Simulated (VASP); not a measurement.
Wanted: the native input for a VASP 6.6.1 run.

```
Task                   : single point
Functional             : PBE
Potentials or basis    : VASP PAW PBE potentials, release 64 (Mg, C)
Cutoff                 : 520 eV
k mesh                 : 8 × 8 × 8
Occupations            : gaussian, width 0.1 eV
Spin                   : no spin polarisation
Dipole correction      : no
Further INCAR settings : ALGO = Normal; EDIFF = 1e-06; NBANDS = 11
```

The structure of Mg2C lies in POSCAR:

```
Mg2C
1.0
   -1.4510291400      1.4510291400      5.8251049000
    1.4510291400     -1.4510291400      5.8251049000
    1.4510291400      1.4510291400     -5.8251049000
Mg C
2 1
Direct
    0.3284893900      0.3284893900      0.0000000000
    0.6715106100      0.6715106100      0.0000000000
    0.0000000000      0.0000000000      0.0000000000
```

These files were run (other wordings do the same):

INCAR

```
SYSTEM = Mg2C
PREC = Accurate ; ENCUT = 520
EDIFF = 1E-6 ; ISMEAR = 0
SIGMA = 0.1 ; LREAL = .FALSE.
LASPH = .TRUE. ; NELM = 100
ALGO = Normal ; ISIF = 2
LWAVE = .FALSE. ; LCHARG = .FALSE.
GGA = PE ; NBANDS = 11
```

KPOINTS

```
regular mesh
0
G
  8 8 8
  0 0 0
```

Potentials or basis: VASP PAW PBE potentials, release 64 (Mg, C).

Command:

```bash
$ cat potpaw_PBE.64/Mg/POTCAR potpaw_PBE.64/C/POTCAR > POTCAR
$ mpirun -np 1 vasp_std > vasp.out
```

Results of the run:

The pressure is -1.8 GPa and the largest force is 3.694 eV/Å. The band gap on the k mesh is zero (band 4 reaches 5.25 eV, above the bottom of band 5 at 2.47 eV).

Caveat: the k points lie up to 0.38 Å⁻¹ apart; forces of over 1 eV/Å act on the atoms, so gaps and moduli don't describe the material at rest.

Run time: 3.5 min on 1 thread of AMD EPYC 7R13, with other jobs on the host, peak memory 0.28 GiB.
